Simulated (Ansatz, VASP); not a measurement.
Ag: VASP beside Ansatz

```
Ag
1.0
     2.83838    0.00000    0.00000
    -1.41919    2.45810    0.00000
     0.00000    0.00000    5.10423
Ag
2
Direct
  0.33333 0.66667 0.25000
  0.66667 0.33333 0.75000
```

Alike in both runs: task single point; functional PBE; k mesh 24 × 24 × 12; occupations gaussian, width 0.15 eV; no spin polarisation.

|  | VASP | Ansatz |
| --- | --- | --- |
| version | VASP 6.6.1 | Ansatz 0.2.0 |
| potentials or method | VASP PAW PBE potentials, release 64 (Ag), cutoff 520 eV | scalar-relativistic, plane waves, PAW |
| valence electrons in the cell | 22 | 38 |

|  | VASP | Ansatz | Ansatz less VASP |
| --- | --- | --- | --- |
| gap on the k mesh at the Fermi level (eV) | none | none | - |
| pressure (GPa) | 1.4 | 1.5 | +0.05 |
| traceless stress, the component that is largest in VASP (GPa) | -6.00 | -6.03 | -0.038 |

A gap of «none» marks a metal or a gap that the smearing closes. VASP's potentials hold 22 valence electrons a cell and Ansatz's 38, so a difference there can come from the potentials and not from the codes.
